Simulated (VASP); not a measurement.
## Sn: single point with r2SCAN+rVV10

The system is Sn.

```
Sn
1.0
     4.61904    0.00000    0.00000
    -2.30952    4.00021    0.00000
     0.00000    0.00000   15.09677
Sn
8
Direct
  0.00000 0.00000 0.00026
  0.33333 0.66667 0.24958
  0.00000 0.00000 0.50026
  0.66667 0.33333 0.74958
  0.00000 0.00000 0.18724
  0.33333 0.66667 0.43792
  0.00000 0.00000 0.68724
  0.66667 0.33333 0.93792
```

This isn't the form of Sn at room conditions, which is tetragonal (white tin).

| Quantity | Value |
| --- | --- |
| Program | VASP 6.6.1 |
| Task | single point |
| Functional | r2SCAN |
| Dispersion | rVV10 |
| Potentials or basis | VASP PAW PBE potentials, release 64 (Sn_d) |
| Cutoff | 550 eV |
| k mesh | 6 × 6 × 2 |
| Occupations | fermi-dirac, width 0.03 eV |
| Spin | no spin polarisation |

- Pressure: 0.0 GPa
- Largest force: 0.007 eV/Å

Forces on the atoms (eV/Å):
```
Sn   0.000  0.000  0.004
Sn   0.000  0.000  0.007
Sn   0.000  0.000  0.004
Sn   0.000  0.000  0.007
Sn   0.000  0.000 -0.004
Sn   0.000  0.000 -0.007
Sn   0.000  0.000 -0.004
Sn   0.000  0.000 -0.007
```

Levels at points of the mesh, in eV from the Fermi level:
```tsv
k point	band 52	band 53	band 54	band 55	band 56	band 57	band 58	band 59	band 60	band 61
(0.00, 0.00, 0.00)	-0.74	-0.74	-0.47	-0.10	0.01	0.04	0.04	0.32	0.58	2.10
(0.50, 0.00, 0.00)	-2.08	-2.06	-2.04	-1.54	-1.26	0.25	0.47	0.74	1.40	1.73
(0.00, 0.00, 0.50)	-1.15	-0.26	-0.26	-0.26	-0.26	0.07	0.07	0.78	0.78	2.44
(0.50, 0.00, 0.50)	-2.48	-2.13	-2.13	-1.54	-1.54	0.70	0.70	1.17	1.17	2.11
```

Run time: 21 min on 1 thread of Intel(R) Xeon(R) Platinum 8488C (Sapphire Rapids) (shared host), peak memory 1.1 GiB.

Caveat: the PAW data sets were made with another functional, which shifts forces and pressure a little; spin-orbit coupling is left out, which moves the levels of the heavy elements.
